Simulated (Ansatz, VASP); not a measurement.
# Two plane-wave programs on CdS

Contents of INCAR:

```
SYSTEM = CdS
PREC = Accurate
ENCUT = 520
EDIFF = 1E-6
ISMEAR = 0
SIGMA = 0.05
LREAL = .FALSE.
LASPH = .TRUE.
NELM = 80
ALGO = Normal
ISIF = 2
LWAVE = .FALSE.
LCHARG = .FALSE.
GGA = PE
NBANDS = 26
```

KPOINTS

```
regular mesh
0
G
  10 8 10
  0 0 0
```

The input POSCAR:

```
CdS
1.0
    4.1896881536      0.0000000000      0.0000000000
    0.0000000000      5.5553634763      0.0000000000
    0.0000000000      0.0000000000      4.1367459269
Cd S
2 2
Direct
    0.5000000000      0.5000000000      0.2817527580
    0.0000000000      0.0000000000      0.7182472420
    0.5000000000      0.0000000000      0.1731476832
    0.0000000000      0.5000000000      0.8268523168
```

Input for Ansatz:

```yaml
crystal:
  lattice:
    - [4.1896881536, 0.0, 0.0]
    - [0.0, 5.5553634763, 0.0]
    - [0.0, 0.0, 4.1367459269]
  atoms:
    - { symbol: Cd, position: [0.5, 0.5, 0.281752758] }
    - { symbol: Cd, position: [0.0, 0.0, 0.718247242] }
    - { symbol: S, position: [0.5, 0.0, 0.1731476832] }
    - { symbol: S, position: [0.0, 0.5, 0.8268523168] }
basis:
  ecutwfc: 420
kpoints:
  mp_grid: { grid: [10, 8, 10] }
hamiltonian:
  xc: pbe
scf:
  occupations: { method: gaussian, width: 0.05 }
output:
  forces: true
  stress: true
  eigenvalues: true
```

Alike in both runs: task single point; functional PBE; k mesh 10 × 8 × 10; occupations gaussian, width 0.05 eV; no spin polarisation.

|  | VASP | Ansatz |
| --- | --- | --- |
| version | VASP 6.6.1 | Ansatz 0.2.0 |
| potentials or method | VASP PAW PBE potentials, release 64 (Cd, S), cutoff 520 eV | scalar-relativistic, plane waves, PAW |
| valence electrons in the cell | 36 | 52 |

Ansatz gave:

* pressure (GPa): -6.9
* traceless stress, the component that is largest in VASP (GPa): -0.47
* rms of the force components (eV/Å): 0.237

Problem. Estimate VASP's values.

Solution. Pressure (GPa): -6.7; traceless stress, the component that is largest in VASP (GPa): -0.49; rms of the force components (eV/Å): 0.238.

Atom by atom the forces differ by 0.008 eV/Å (rms over components). With one functional, cell and mesh, what is left measures potentials, basis and numerics. VASP's potentials hold 36 valence electrons a cell and Ansatz's 52, so a difference there can come from the potentials and not from the codes.
